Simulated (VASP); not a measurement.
Here is a VASP 6.6.1 calculation.

File INCAR:

```
ALGO = Fast ; EDIFF = 1E-6
ENCUT = 520 ; GGA = PE
ISIF = 2 ; ISMEAR = 0
LASPH = T ; LCHARG = F
LREAL = F ; LWAVE = F
NBANDS = 23 ; NELM = 100
PREC = Accurate ; SIGMA = 0.1
```

File KPOINTS:

```
k-points
0
Gamma
  4 4 4
```

Contents of POSCAR:

```
Cs3Al
1.0
    6.2647382099      0.0000000000      0.0000000000
    0.0000000000      6.2647382099      0.0000000000
    0.0000000000      0.0000000000      6.2647382099
Cs Al
3 1
Direct
    0.0000000000      0.5000000000      0.5000000000
    0.5000000000      0.0000000000      0.5000000000
    0.5000000000      0.5000000000      0.0000000000
    0.0000000000      0.0000000000      0.0000000000
```

Potentials or basis: VASP PAW PBE potentials, release 64 (Cs_sv, Al).

The run is started by

```sh
$ cat potpaw_PBE.64/Cs_sv/POTCAR potpaw_PBE.64/Al/POTCAR > POTCAR
$ mpirun -np 1 vasp_std > vasp.out
```

Task: What does it give for the pressure?

Result: 0.3 GPa.

Task: Estimate the band gap on the k mesh.

Result: Zero (bands 15 and 16 overlap by 0.72 eV).

Caveat: spin-orbit coupling is left out, which moves the levels of the heavy elements.
